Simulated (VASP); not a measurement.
A run of VASP 6.6.1:

INCAR

```
SYSTEM = S
PREC = Accurate
ENCUT = 520
EDIFF = 1E-7
ISMEAR = -1
SIGMA = 0.06122561905347299
LREAL = .FALSE.
LASPH = .TRUE.
NELM = 100
ALGO = Normal
ISIF = 2
LWAVE = .FALSE.
LCHARG = .FALSE.
GGA = PE
NBANDS = 13
```

KPOINTS

```
regular mesh
0
G
  11 11 11
  0 0 0
```

The input POSCAR:

```
S
1.0
    0.0000000000      2.9343470269      2.9343470269
    2.9343470269      0.0000000000      2.9343470269
    2.9343470269      2.9343470269      0.0000000000
S
2
Direct
    0.0000000000      0.0000000000      0.0000000000
    0.2500000000      0.2500000000      0.2500000000
```

Potentials or basis: VASP PAW PBE potentials, release 64 (S).

Command:

```sh
$ cat potpaw_PBE.64/S/POTCAR > POTCAR
$ mpirun -np 1 vasp_std > vasp.out
```

Hardware: 1 thread of Intel Xeon 8259CL, with other jobs on the host.

Question: How long does it take, and how much memory?

Answer: Run time: 47 s on 1 thread of Intel Xeon 8259CL, with other jobs on the host, peak memory 0.18 GiB. Counts: scf iterations 13, k points 56.
